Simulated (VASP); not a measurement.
Here is a VASP 6.6.1 calculation.

The input INCAR:

```
SYSTEM = TiO2
  PREC = Accurate
  ENCUT = 520
  EDIFF = 1E-7
  ISMEAR = 0
  SIGMA = 0.05
  LREAL = .FALSE.
  LASPH = .TRUE.
  NELM = 60
  ALGO = Normal
  ISIF = 2
  LWAVE = .FALSE.
  LCHARG = .FALSE.
  GGA = PE
  NBANDS = 33
```

The input KPOINTS:

```
regular mesh
0
G
  6 6 10
  0 0 0
```

POSCAR

```
TiO2
1.0
    4.9684000000      0.0000000000      0.0000000000
    0.0000000000      4.9684000000      0.0000000000
    0.0000000000      0.0000000000      2.7268000000
Ti O
2 4
Direct
    0.0000000000      0.0000000000      0.0000000000
    0.5000000000      0.5000000000      0.5000000000
    0.3050970583      0.3050970583      0.0000000000
    0.1949029417      0.8050970583      0.5000000000
    0.6949029417      0.6949029417      0.0000000000
    0.8050970583      0.1949029417      0.5000000000
```

Potentials or basis: VASP PAW PBE potentials, release 64 (Ti_sv, O).

The run is started by

```console
$ cat potpaw_PBE.64/Ti_sv/POTCAR potpaw_PBE.64/O/POTCAR > POTCAR
$ mpirun -np 1 vasp_std > vasp.out
```

(1) What does it give for the largest force?

(2) What does it give for the band gap on the k mesh?

(3) What does it give for the pressure?

Results:

(1) 0.427 eV/Å.

(2) 1.62 eV (least direct gap 1.63 eV).

(3) -1.8 GPa.
